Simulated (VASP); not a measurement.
Crystal: Ge3Pd.

```xyz
4
Lattice="3.4937 0.0000 0.0000 0.0000 3.4937 0.0000 0.0000 0.0000 5.8435" Properties=species:S:1:pos:R:3 pbc="T T T"
Ge    1.7468    0.0000    1.1157
Ge    0.0000    1.7468    1.1157
Ge    0.0000    0.0000    3.2927
Pd    1.7468    1.7468    2.6878
```

The cell was generated, and may not be a known phase.

```yaml
Program: VASP 6.6.1
Task: relaxation of cell and atoms
Functional: PBE
Potentials_or_basis: VASP PAW PBE potentials, release 64 (Ge_d, Pd)
Cutoff: 600 eV
k_mesh: 6 × 6 × 4
Occupations: gaussian, width 0.1 eV
Spin: no spin polarisation
```

At the start: pressure 38.0 GPa; volume 17.83 Å³/atom.

Where does the relaxation end?

Over 47 steps the energy falls by 659.7 meV/atom and the volume is 18.44 Å³/atom (+3.4 %); space group P4mm (No. 99, to 0.1 Å) before and after.

The path:
```tsv
step	energy change (eV)	largest force (eV/Å)	pressure (GPa)	volume (Å³)
1	0.0000	5.4025	38.04	71.32
3	-2.3534	0.1150	-2.31	91.68
5	-2.3709	0.2339	-0.32	89.41
7	-2.3790	0.1976	-0.55	89.26
9	-2.3919	0.1810	0.19	87.43
11	-2.4016	0.1209	-1.36	87.39
13	-2.4102	0.0861	-1.30	86.46
15	-2.4534	0.0360	-0.64	82.33
17	-2.4985	0.2547	1.75	75.70
19	-2.5089	0.2088	1.98	73.74
21	-2.5288	0.2949	-0.84	75.67
23	-2.5336	0.2750	-0.43	75.30
25	-2.5562	0.1478	0.39	74.23
27	-2.5730	0.2459	1.76	72.77
29	-2.5946	0.2144	-0.41	74.12
31	-2.5979	0.2014	-0.69	74.16
33	-2.6187	0.0548	-0.28	72.90
35	-2.6192	0.0571	0.13	72.54
37	-2.6196	0.0529	0.13	72.58
39	-2.6216	0.0393	-0.01	72.94
41	-2.6249	0.0662	-0.09	73.07
43	-2.6378	0.0748	-0.23	73.63
45	-2.6386	0.0523	-0.22	73.69
47	-2.6389	0.0346	-0.20	73.74
```

Final structure:
```
CELL_PARAMETERS angstrom
4.19965 0.00000 0.00000
0.00000 4.19965 0.00000
0.00000 0.00000 4.18102
ATOMIC_POSITIONS crystal
Ge 0.50000 0.00000 0.11689
Ge 0.00000 0.50000 0.11689
Ge 0.00000 0.00000 0.68220
Pd 0.50000 0.50000 0.48932
```

Caveat: a cell axis changed by over 15 % at a fixed basis, so the end point is rough.
